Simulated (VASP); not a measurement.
Wanted: the native input for a VASP 6.6.1 run.

* Task: single point
* Functional: r2SCAN
* Potentials or basis: VASP PAW PBE potentials, release 64 (Zn, Cu)
* Cutoff: 520 eV
* k mesh: 11 × 11 × 11
* Occupations: fermi-dirac, width 0.1 eV
* Spin: no spin polarisation
* Dipole correction: no
* Further INCAR settings: ALGO = Normal; EDIFF = 1e-06; NBANDS = 18

ZnCu:

```
CELL_PARAMETERS angstrom
2.97657 0.00000 0.00000
0.00000 2.97657 0.00000
0.00000 0.00000 2.97657
ATOMIC_POSITIONS crystal
Zn 0.50000 0.50000 0.50000
Cu 0.00000 0.00000 0.00000
```

The input as run:

POSCAR

```
ZnCu
1.0
    2.9765665800      0.0000000000      0.0000000000
    0.0000000000      2.9765665800      0.0000000000
    0.0000000000      0.0000000000      2.9765665800
Zn Cu
1 1
Direct
    0.5000000000      0.5000000000      0.5000000000
    0.0000000000      0.0000000000      0.0000000000
```

INCAR.step1

```
  PREC = Accurate
  ENCUT = 520
  ISMEAR = -1
  SIGMA = 0.1
  LREAL = F
  LASPH = T
  NELM = 100
  NBANDS = 18
  GGA = PE
  ALGO = Normal
  EDIFF = 1E-4
  LWAVE = T
  LCHARG = F
```

INCAR.step2

```
  PREC = Accurate
  ENCUT = 520
  EDIFF = 1E-6
  ISMEAR = -1
  SIGMA = 0.1
  LREAL = F
  LASPH = T
  NELM = 100
  ALGO = Normal
  ISIF = 2
  LWAVE = F
  LCHARG = F
  METAGGA = R2SCAN
  LMIXTAU = T
  NBANDS = 18
  ISTART = 1
```

KPOINTS

```
regular mesh
0
Gamma
  11 11 11
```

Potentials or basis: VASP PAW PBE potentials, release 64 (Zn, Cu).

Run with:

```bash
$ cat potpaw_PBE.64/Zn/POTCAR potpaw_PBE.64/Cu/POTCAR > POTCAR
$ cp INCAR.step1 INCAR
$ mpirun -np 1 vasp_std > vasp.out
$ cp INCAR.step2 INCAR
$ mpirun -np 1 vasp_std > vasp.out
```

Results of the run:

```
Pressure : -6.2 GPa
```

Caveat: the PAW data sets were made with another functional, which shifts forces and pressure a little.

It took 52 s on 1 thread of Intel(R) Xeon(R) Platinum 8488C (Sapphire Rapids) (shared host), peak memory 0.15 GiB.
